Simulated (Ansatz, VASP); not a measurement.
## Ta5Ti3 in VASP and in Ansatz

The input INCAR:

```
PREC     = Accurate       # precision mode
ENCUT    = 600            # plane-wave cutoff, eV
EDIFF    = 1E-6           # SCF threshold, eV
ISMEAR   = 0              # smearing method
SIGMA    = 0.1            # smearing width, eV
LREAL    = F              # projectors in reciprocal space
LASPH    = T              # aspherical terms in the spheres
NELM     = 100            # most SCF steps
ALGO     = Fast           # electronic algorithm
ISIF     = 3              # what is computed and relaxed
LWAVE    = F              # write WAVECAR
LCHARG   = F              # write CHGCAR
GGA      = PE             # functional
IBRION   = 2              # ionic algorithm
NSW      = 100            # ionic steps
EDIFFG   = -0.01          # ionic threshold
```

File KPOINTS:

```
regular mesh
0
Gamma
  10 10 4
```

Contents of POSCAR:

```
Ta5Ti3
1.0
    3.3092758255      0.0000000000      0.0000000000
    0.0000000000      3.3092758255      0.0000000000
    0.0000000000      0.0000000000     13.0611260242
Ti Ta
3 5
Direct
    0.5000000000      0.5000000000      0.6241351402
    0.5000000000      0.5000000000      0.3758648598
    0.0000000000      0.0000000000      0.5000000000
    0.0000000000      0.0000000000      0.7461451602
    0.0000000000      0.0000000000      0.2538548398
    0.0000000000      0.0000000000      0.0000000000
    0.5000000000      0.5000000000      0.8720355727
    0.5000000000      0.5000000000      0.1279644273
```

Input for Ansatz:

```yaml
crystal:
  lattice:
    - [3.3092758676, 0.0, 0.0]
    - [0.0, 3.3092758676, 0.0]
    - [0.0, 0.0, 13.0611252067]
  atoms:
    - { symbol: Ti, position: [0.5, 0.5, 0.6241351209] }
    - { symbol: Ti, position: [0.5, 0.5, 0.3758648791] }
    - { symbol: Ti, position: [0.0, 0.0, 0.5] }
    - { symbol: Ta, position: [0.0, 0.0, 0.7461451317] }
    - { symbol: Ta, position: [0.0, 0.0, 0.2538548683] }
    - { symbol: Ta, position: [0.0, 0.0, 0.0] }
    - { symbol: Ta, position: [0.5, 0.5, 0.8720355566] }
    - { symbol: Ta, position: [0.5, 0.5, 0.1279644434] }
basis:
  ecutwfc: 420
kpoints:
  mp_grid: { grid: [10, 10, 4] }
hamiltonian:
  xc: pbe
scf:
  occupations: { method: gaussian, width: 0.1 }
output:
  forces: true
  stress: true
  eigenvalues: true
  write_density: true
  write_potential: true
  elf: true
  volumetric_format: npy
relax:
  adjacent_minimum: "off"
  f_tol: 0.01
  max_steps: 80
  cell: { stress_tol: 0.05 }
```

Alike in both runs: task relaxation of cell and atoms; functional PBE; k mesh 10 × 10 × 4; occupations gaussian, width 0.1 eV; no spin polarisation.

```csv
,VASP,Ansatz
version,VASP 6.6.1,Ansatz 0.2.0
potentials or method,"VASP PAW PBE potentials, release 64 (Ti_sv, Ta_pv), cutoff 600 eV","scalar-relativistic, plane waves, PAW"
valence electrons in the cell,91,101
```

```tsv
	VASP	Ansatz	Ansatz less VASP
gap on the k mesh at the Fermi level, each at its own relaxed structure (eV)	none	none	-
relaxed volume (Å³/atom)	17.91	17.92	+0.008
relaxed length of the cell vector where the two differ most in proportion (Å)	13.096	13.125	+0.0287
```

A gap of «none» marks a metal or a gap that the smearing closes. VASP's potentials hold 91 valence electrons a cell and Ansatz's 101, so a difference there can come from the potentials and not from the codes.

Spin-orbit coupling is off throughout.
